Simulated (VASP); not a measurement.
**Os: single point with PBE**

The system is Os.

```
CELL_PARAMETERS angstrom
2.42923 0.00000 0.00000
-1.21461 2.10377 0.00000
0.00000 0.00000 3.89073
ATOMIC_POSITIONS crystal
Os 0.33333 0.66667 0.25000
Os 0.66667 0.33333 0.75000
```

- Program: VASP 6.6.1
- Task: single point
- Functional: PBE
- Potentials or basis: VASP PAW PBE potentials, release 64 (Os)
- Cutoff: 520 eV
- k mesh: 18 × 18 × 10
- Occupations: fermi-dirac, width 0.1 eV
- Spin: no spin polarisation
- Dipole correction: no
- Further INCAR settings: ALGO = Normal; EDIFF = 1e-07; NBANDS = 15

```json
{
 "Pressure": "346.8 GPa",
 "Band gap on the k mesh": "zero (bands 8 and 9 overlap by 6.85 eV)"
}
```

Stress tensor (GPa, compression positive):
```
347.05   0.00   0.00
  0.00 347.05   0.00
  0.00   0.00 346.42
```

Levels at points of the mesh, in eV from the Fermi level:
```tsv
k point	band 4	band 5	band 6	band 7	band 8	band 9	band 10	band 11	band 12	band 13
(0.00, 0.00, 0.00)	-5.13	-4.92	-3.72	-3.72	-2.41	-2.41	0.48	2.66	2.66	13.18
(0.50, 0.00, 0.00)	-5.76	-3.98	-3.44	-2.94	3.76	4.66	4.70	7.49	9.05	13.24
(0.00, 0.00, 0.50)	-5.40	-5.34	-5.34	-5.34	-5.34	1.56	1.56	1.56	1.56	13.31
(0.50, 0.00, 0.50)	-8.82	-1.97	-1.97	0.23	0.23	4.30	4.30	5.44	5.44	13.59
```

Run time: 25 s on 1 thread of Intel(R) Xeon(R) 6975P-C (Granite Rapids), with other jobs on the host, peak memory 0.17 GiB.

Caveat: the cell stands under pressure; spin-orbit coupling is left out, which moves the levels of the heavy elements.
